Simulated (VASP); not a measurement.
Ba: single point with PBE

The system is Ba.

```xyz
3
Lattice="6.6335 0.0000 0.0000 -3.3167 5.7448 0.0000 0.0000 0.0000 3.9339" Properties=species:S:1:pos:R:3 pbc="T T T"
Ba    0.0000    0.0000    0.0000
Ba    0.0000    3.8298    1.9669
Ba    3.3167    1.9149    1.9669
```

| Item | Value |
| --- | --- |
| Program | VASP 6.6.1 |
| Task | single point |
| Functional | PBE |
| Potentials or basis | VASP PAW PBE potentials, release 64 (Ba_sv) |
| Cutoff | 520 eV |
| k mesh | 6 × 6 × 8 |
| Occupations | fermi-dirac, width 0.05 eV |
| Spin | no spin polarisation |
| Dipole correction | no |
| Further INCAR settings | ALGO = Normal; EDIFF = 1e-06; NBANDS = 22 |

The pressure is 3.0 GPa and the band gap on the k mesh is zero (band 15 reaches 3.31 eV, above the bottom of band 16 at 2.29 eV).

Levels at points of the mesh, in eV from the Fermi level:
```
           k point  band 12  band 13  band 14  band 15  band 16  band 17  band 18  band 19
(0.00, 0.00, 0.00)   -13.25    -2.79    -0.51     0.81     0.81     0.81     0.85     0.85
(0.50, 0.00, 0.00)   -13.28    -1.30    -1.15    -1.02     0.68     0.71     0.84     1.09
(0.00, 0.00, 0.50)   -13.44    -0.72    -0.72    -0.30    -0.21    -0.21     0.33     1.80
(0.50, 0.00, 0.50)   -13.38    -0.83    -0.58    -0.38     0.05     0.73     0.77     1.37
```

Run time: 63 s on 1 thread of AMD EPYC 9R45 96-Core Processor (Zen 5), on a shared host, peak memory 0.26 GiB.

Caveat: spin-orbit coupling is left out, which moves the levels of the heavy elements.
